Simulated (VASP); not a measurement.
# Ta (I4/mmm) in VASP: further runs, part 2 of 2

VASP 6.6.1. Earlier steps stand in the parts before.

## 3. Single point, PBEsol (17.65 Å³/atom)

File INCAR:

```
SYSTEM = Ta
ALGO = Fast
EDIFF = 1E-7
ENCUT = 520
GGA = PS
ISIF = 2
ISMEAR = 0
LASPH = .True.
LCHARG = .False.
LREAL = .False.
LWAVE = .False.
NBANDS = 12
NELM = 100
PREC = Accurate
SIGMA = 0.15
```

File KPOINTS:

```
k-points
0
Gamma
  22 22 22
  0 0 0
```

File POSCAR:

```
Ta
1.0
   -1.5605177533      1.5605177533      1.8120732151
    1.5605177533     -1.5605177533      1.8120732151
    1.5605177533      1.5605177533     -1.8120732151
Ta
1
Direct
    0.0000000000      0.0000000000      0.0000000000
```

Potentials or basis: VASP PAW PBE potentials, release 64 (Ta_pv).

The run is started by

```console
$ cat potpaw_PBE.64/Ta_pv/POTCAR > POTCAR
$ mpirun -np 1 vasp_std > vasp.out
```

Wall time 3 min (1 thread of Intel Xeon 8259CL, shared host); peak memory 0.29 GiB.

It converged, with:

```
Free energy            : -12.4693 eV
Pressure               : 2.5 GPa
Band gap on the k mesh : zero (an odd number of electrons rules out a gap without spin polarisation)
```

Stress tensor (GPa, compression positive):
```
 7.56  0.00  0.00
 0.00  7.56  0.00
 0.00  0.00 -7.49
```

Levels at points of the mesh, in eV from the Fermi level:
```tsv
k point	band 2	band 3	band 4	band 5	band 6	band 7	band 8	band 9
(0.00, 0.00, 0.00)	-33.05	-33.05	-8.12	0.26	0.26	1.99	2.55	4.81
(0.50, 0.00, 0.00)	-33.38	-33.08	-4.60	-0.94	1.32	2.27	5.41	7.47
(0.50, 0.50, 0.00)	-33.55	-33.19	-4.55	-2.79	2.39	5.47	5.85	8.05
(0.50, 0.50, 0.50)	-33.77	-33.77	-4.27	-3.77	6.31	6.56	7.14	7.14
```

Caveat: the stress differs along the axes, from -7 to 8 GPa; the PAW data sets were made with another functional, which shifts forces and pressure a little; spin-orbit coupling is left out, which moves the levels of the heavy elements.

## 4. Single point, PBEsol (17.65 Å³/atom)

File INCAR:

```
SYSTEM = Ta
PREC     = Accurate       ! precision mode
ENCUT    = 520            ! plane-wave cutoff, eV
EDIFF    = 1E-6           ! SCF threshold, eV
ISMEAR   = 0              ! smearing method
SIGMA    = 0.15           ! smearing width, eV
LREAL    = .False.        ! projectors in reciprocal space
LASPH    = .True.         ! aspherical terms in the spheres
NELM     = 60             ! most SCF steps
ALGO     = Fast           ! electronic algorithm
ISIF     = 2              ! what is computed and relaxed
LWAVE    = .False.        ! write WAVECAR
LCHARG   = .True.         ! write CHGCAR
GGA      = PS             ! functional
LELF     = .True.         ! ELF
LVHAR    = .True.       
NBANDS   = 12             ! bands
```

File KPOINTS:

```
Automatic mesh
0
Gamma
  22 22 22
  0 0 0
```

File POSCAR:

```
Ta
1.0
   -1.4125124788      1.4125124788      2.2117120393
    1.4125124788     -1.4125124788      2.2117120393
    1.4125124788      1.4125124788     -2.2117120393
Ta
1
Direct
    0.0000000000      0.0000000000      0.0000000000
```

Potentials or basis: VASP PAW PBE potentials, release 64 (Ta_pv).

The run is started by

```console
$ cat potpaw_PBE.64/Ta_pv/POTCAR > POTCAR
$ mpirun -np 1 vasp_std > vasp.out
```

OUTCAR:

```text
SYSTEM = Ta
   PREC = Accurate
   ENCUT = 520
   EDIFF = 1E-6
   ISMEAR = 0
   LREAL = .False.
   LASPH = .True.
   NELM = 60
   ISIF = 2
   GGA = PS

 ion  position               nearest neighbor table
   1  0.000  0.000  0.000-

  LATTYP: Found a body centered tetragonal cell.
 ALAT       =     2.8250249576
 C/A-ratio  =     1.5658000000

  Lattice vectors:

 A1 = (  -1.4125124788,   1.4125124788,   2.2117120393)
 A2 = (   1.4125124788,  -1.4125124788,   2.2117120393)
 A3 = (   1.4125124788,   1.4125124788,  -2.2117120393)
[... 541 lines left out ...]

 [... further k-points ...]

------------------------ aborting loop because EDIFF is reached ----------------------------------------

  FORCE on cell =-STRESS in cart. coord.  units (eV):
  Direction    XX          YY          ZZ          XY          YZ          ZX
  --------------------------------------------------------------------------------------
  -------------------------------------------------------------------------------------
  Total        0.1993841      0.1993841      1.3325641      0.0000000      0.0000000     -0.0000000
  in kB       18.0978905     18.0978905    120.9554794      0.0000000      0.0000000     -0.0000000
  external PRESSURE =      52.3837535 kB  Pullay stress =       0.0000000 kB

 VOLUME and BASIS-vectors are now :
 -----------------------------------------------------------------------------
  energy-cutoff  :      520.00
  volume of cell :       17.65
      direct lattice vectors                 reciprocal lattice vectors
    -1.412512479  1.412512479  2.211712039     0.000000000  0.353979174  0.226069213
     1.412512479 -1.412512479  2.211712039     0.353979174  0.000000000  0.226069213
     1.412512479  1.412512479 -2.211712039     0.353979174  0.353979174  0.000000000

 POSITION                                       TOTAL-FORCE (eV/Angst)
 -----------------------------------------------------------------------------------
      0.00000      0.00000      0.00000        -0.000000      0.000000      0.000000
 -----------------------------------------------------------------------------------
    total drift:                                0.000000      0.000000     -0.000000

  FREE ENERGIE OF THE ION-ELECTRON SYSTEM (eV)
  ---------------------------------------------------
  free  energy   TOTEN  =       -12.3331414566 eV

  energy  without entropy=      -12.3189667638  energy(sigma->0) =      -12.32605411
```

OSZICAR:

```text
N       E                     dE             d eps       ncg     rms          rms(c)
DAV:   1     0.601435150907E+02    0.60144E+02   -0.60992E+03 20064   0.878E+02
DAV:   2    -0.118165525944E+02   -0.71960E+02   -0.70124E+02 22268   0.245E+02
DAV:   3    -0.128279992224E+02   -0.10114E+01   -0.10031E+01 24056   0.273E+01
DAV:   4    -0.128306018591E+02   -0.26026E-02   -0.26023E-02 22072   0.154E+00
DAV:   5    -0.128306096581E+02   -0.77990E-05   -0.77998E-05 24056   0.812E-02    0.141E+01
RMM:   6    -0.124537669096E+02    0.37684E+00   -0.25565E-01 21710   0.414E+00    0.691E+00
RMM:   7    -0.123340528572E+02    0.11971E+00   -0.27859E-01 22740   0.417E+00    0.331E-01
RMM:   8    -0.123330721594E+02    0.98070E-03   -0.11493E-02 24748   0.996E-01    0.297E-01
RMM:   9    -0.123331724081E+02   -0.10025E-03   -0.15713E-03 25333   0.348E-01    0.757E-02
RMM:  10    -0.123331402002E+02    0.32208E-04   -0.20694E-04 25472   0.135E-01    0.176E-02
RMM:  11    -0.123331410932E+02   -0.89296E-06   -0.33935E-05 25692   0.498E-02    0.956E-03
RMM:  12    -0.123331414566E+02   -0.36337E-06   -0.34786E-06 22048   0.147E-02
   1 F= -.12333141E+02 E0= -.12326054E+02  d E =-.141747E-01
```

Run time: 2.5 min. Hardware: 1 thread of Intel Xeon 8259CL, shared host; peak memory 0.28 GiB.

Results:

* Free energy: -12.3331 eV
* Pressure: 5.2 GPa
* Band gap on the k mesh: zero (an odd number of electrons rules out a gap without spin polarisation)

Stress tensor (GPa, compression positive):
```
 1.81  0.00  0.00
 0.00  1.81  0.00
 0.00  0.00 12.10
```

Levels at points of the mesh, in eV from the Fermi level:
```csv
k point,band 3,band 4,band 5,band 6,band 7,band 8
"(0.00, 0.00, 0.00)",-33.25,-8.34,-0.41,1.04,1.04,2.54
"(0.50, 0.00, 0.00)",-33.33,-4.82,-0.48,0.99,1.02,5.90
"(0.50, 0.50, 0.00)",-33.67,-4.67,-3.60,4.01,5.93,6.13
"(0.50, 0.50, 0.50)",-33.57,-4.79,-3.45,2.13,6.47,6.98
```

Caveat: the stress differs along the axes, from 2 to 12 GPa; the PAW data sets were made with another functional, which shifts forces and pressure a little; spin-orbit coupling is left out, which moves the levels of the heavy elements.

## 5. Single point, PBEsol (17.65 Å³/atom)

File INCAR:

```
SYSTEM = Ta
ALGO = Fast
EDIFF = 1E-6
ENCUT = 520
GGA = PS
ISIF = 2
ISMEAR = 0
LASPH = .TRUE.
LCHARG = .FALSE.
LREAL = .FALSE.
LWAVE = .FALSE.
NBANDS = 12
NELM = 80
PREC = Accurate
SIGMA = 0.15
```

File KPOINTS:

```
k-points
0
G
  22 22 22
  0 0 0
```

File POSCAR:

```
Ta
1.0
   -1.6815962522      1.6815962522      1.5605213221
    1.6815962522     -1.6815962522      1.5605213221
    1.6815962522      1.6815962522     -1.5605213221
Ta
1
Direct
    0.0000000000      0.0000000000      0.0000000000
```

The run is started by

```console
$ cat potpaw_PBE.64/Ta_pv/POTCAR > POTCAR
$ mpirun -np 1 vasp_std > vasp.out
```

Run time: 2.3 min. Hardware: 1 thread of Intel Xeon 8259CL, shared host; peak memory 0.28 GiB.

The run converged. Its results:

- Free energy: -12.5364 eV
- Pressure: 0.8 GPa
- Band gap on the k mesh: zero (an odd number of electrons rules out a gap without spin polarisation)

Stress tensor (GPa, compression positive):
```
-1.53  0.00  0.00
 0.00 -1.53  0.00
 0.00  0.00  5.47
```

Levels at points of the mesh, in eV from the Fermi level:
```tsv
k point	band 2	band 3	band 4	band 5	band 6	band 7	band 8	band 9
(0.00, 0.00, 0.00)	-32.96	-32.94	-8.02	0.09	1.10	1.10	3.29	4.69
(0.50, 0.00, 0.00)	-33.38	-33.00	-4.48	-1.93	1.90	4.00	5.64	7.99
(0.50, 0.50, 0.00)	-33.30	-32.93	-4.53	-0.90	1.33	3.06	4.56	7.84
(0.50, 0.50, 0.50)	-33.89	-33.69	-4.05	-3.85	6.91	6.91	7.23	8.20
```

Caveat: the stress differs along the axes, from -2 to 5 GPa; the PAW data sets were made with another functional, which shifts forces and pressure a little; spin-orbit coupling is left out, which moves the levels of the heavy elements.

## 6. The runs side by side

| cell | further INCAR settings | gap on the mesh (eV) | pressure (GPa) |
| --- | --- | --- | --- |
| a = 2.855 Å, angles 105.7, 105.7, 117.3°, 1 atom | ALGO = Fast; EDIFF = 1e-07; NBANDS = 12 | none | 2.5 |
| a = 2.856 Å, angles 113.7, 113.7, 101.2°, 1 atom | ALGO = Fast; EDIFF = 1e-07; NBANDS = 12 | none | 2.5 |
| a = 2.980 Å, angles 123.4, 123.4, 84.2°, 1 atom | ALGO = Fast; EDIFF = 1e-06; NBANDS = 12 | none | 5.2 |
| a = 2.844 Å, angles 107.5, 107.5, 113.5°, 1 atom | ALGO = Fast; EDIFF = 1e-06; NBANDS = 12 | none | 0.8 |

Alike in all rows: task single point; level PBEsol; potentials or basis VASP PAW PBE potentials, release 64 (Ta_pv); no spin polarisation; k mesh 22 × 22 × 22; cutoff (eV) 520; smearing gaussian 0.15 eV.

Caveats: the PAW data sets were made with another functional, which shifts forces and pressure a little; spin-orbit coupling is left out, which moves the levels of the heavy elements; the stress differs along the axes, from -2 to 11 GPa (at least some runs); the stress differs along the axes, from -7 to 8 GPa (at least some runs); the stress differs along the axes, from 2 to 12 GPa (at least some runs); the stress differs along the axes, from -2 to 5 GPa (at least some runs).

Absolute energies hang on the potentials; compare differences alone.
